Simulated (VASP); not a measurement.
A run of VASP 6.6.1 is set up as follows.

The input INCAR:

```
PREC = Accurate
ENCUT = 700
EDIFF = 1E-6
ISMEAR = 0
SIGMA = 0.05
LREAL = F
LASPH = T
NELM = 120
ALGO = Normal
ISIF = 2
LWAVE = F
LCHARG = F
GGA = PS
NBANDS = 24
GGA_COMPAT = F
```

Contents of KPOINTS:

```
Automatic mesh
0
Gamma
  8 8 8
```

POSCAR

```
CdF2
1.0
    0.0000000000      2.6913835873      2.5856122123
    2.6913835873      0.0000000000      2.5856122123
    2.6913835873      2.6913835873      0.0000000000
Cd F
1 2
Direct
    0.0000000000      0.0000000000      0.0000000000
    0.2500000000      0.2500000000      0.2500000000
    0.7500000000      0.7500000000      0.7500000000
```

Potentials or basis: VASP PAW PBE potentials, release 64 (Cd_sv_GW, F).

Run with:

```bash
$ cat potpaw_PBE.64/Cd_sv_GW/POTCAR potpaw_PBE.64/F/POTCAR > POTCAR
$ mpirun -np 1 vasp_std > vasp.out
```

**Question.** What does it give for the band gap on the k mesh?

**Answer.** 3.02 eV (least direct gap 3.45 eV).

**Question.** Estimate the pressure.

**Answer.** 4.5 GPa.

Stress tensor (GPa, compression positive):
```
2.93 0.00 0.00
0.00 2.93 0.00
0.00 0.00 7.59
```

Caveat: the cell stands under pressure; the PAW data sets were made with another functional, which shifts forces and pressure a little. A k mesh can miss the band edges.
